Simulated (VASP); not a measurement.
Wanted: the native input for a VASP 6.6.1 run.

* Task: single point
* Functional: r2SCAN
* Potentials or basis: VASP PAW PBE potentials, release 64 (Ta_pv, Si)
* Cutoff: 520 eV
* k mesh: 12 × 12 × 12
* Occupations: gaussian, width 0.15 eV
* Spin: no spin polarisation
* Dipole correction: no
* Further INCAR settings: ALGO = Normal; EDIFF = 1e-06; NBANDS = 35

Ta2Si:

```
Ta Si
1.0
    -3.08411    3.08411    2.52470
     3.08411   -3.08411    2.52470
     3.08411    3.08411   -2.52470
Ta Si
4 2
Cartesian
  2.0751 1.0090 2.2747
  -1.0090 2.0751 2.2747
  1.0090 2.0751 -0.2500
  4.0931 1.0090 -0.2500
  0.0000 0.0000 1.2624
  0.0000 0.0000 3.7871
```

This cell differs from its parent crystal: all Ta atoms moved -0.250 Å, as atom 1 along Cartesian [0 0 1].

These files were run (other wordings do the same):

POSCAR

```
Ta2Si
1.0
   -3.0841136450      3.0841136450      2.5247022099
    3.0841136450     -3.0841136450      2.5247022099
    3.0841136450      3.0841136450     -2.5247022099
Ta Si
4 2
Direct
    0.6140737319      0.7869046888      0.5000000000
    0.7869046888      0.2869046888      0.1728309569
    0.2869046888      0.1140737319      0.5000000000
    0.1140737319      0.6140737319      0.8271690431
    0.2500000000      0.2500000000      0.0000000000
    0.7500000000      0.7500000000      0.0000000000
```

INCAR.step1

```
PREC = Accurate
ENCUT = 520
ISMEAR = 0
SIGMA = 0.15
LREAL = F
LASPH = T
NELM = 100
NBANDS = 35
GGA = PE
ALGO = Normal
EDIFF = 1E-4
LWAVE = T
LCHARG = F
```

INCAR.step2

```
PREC = Accurate
ENCUT = 520
EDIFF = 1E-6
ISMEAR = 0
SIGMA = 0.15
LREAL = F
LASPH = T
NELM = 100
ALGO = Normal
ISIF = 2
LWAVE = F
LCHARG = T
METAGGA = R2SCAN
LMIXTAU = T
LELF = T
LVHAR = T
NBANDS = 35
ISTART = 1
```

KPOINTS

```
Automatic mesh
0
Gamma
  12 12 12
```

Potentials or basis: VASP PAW PBE potentials, release 64 (Ta_pv, Si).

Command:

```sh
$ cat potpaw_PBE.64/Ta_pv/POTCAR potpaw_PBE.64/Si/POTCAR > POTCAR
$ cp INCAR.step1 INCAR
$ mpirun -np 1 vasp_std > vasp.out
$ cp INCAR.step2 INCAR
$ mpirun -np 1 vasp_std > vasp.out
```

Results of the run:

```
Pressure               : 2.7 GPa
Largest force          : 2.230 eV/Å
Band gap on the k mesh : zero (bands 26 and 27 overlap by 0.79 eV)
```

Caveat: the cell differs from its parent crystal (all Ta atoms moved -0.250 Å, as atom 1 along Cartesian [0 0 1]); the PAW data sets were made with another functional, which shifts forces and pressure a little; spin-orbit coupling is left out, which moves the levels of the heavy elements.

It took 19 min on 1 thread of Intel(R) Xeon(R) 6975P-C (Granite Rapids), on a shared host, peak memory 0.56 GiB.
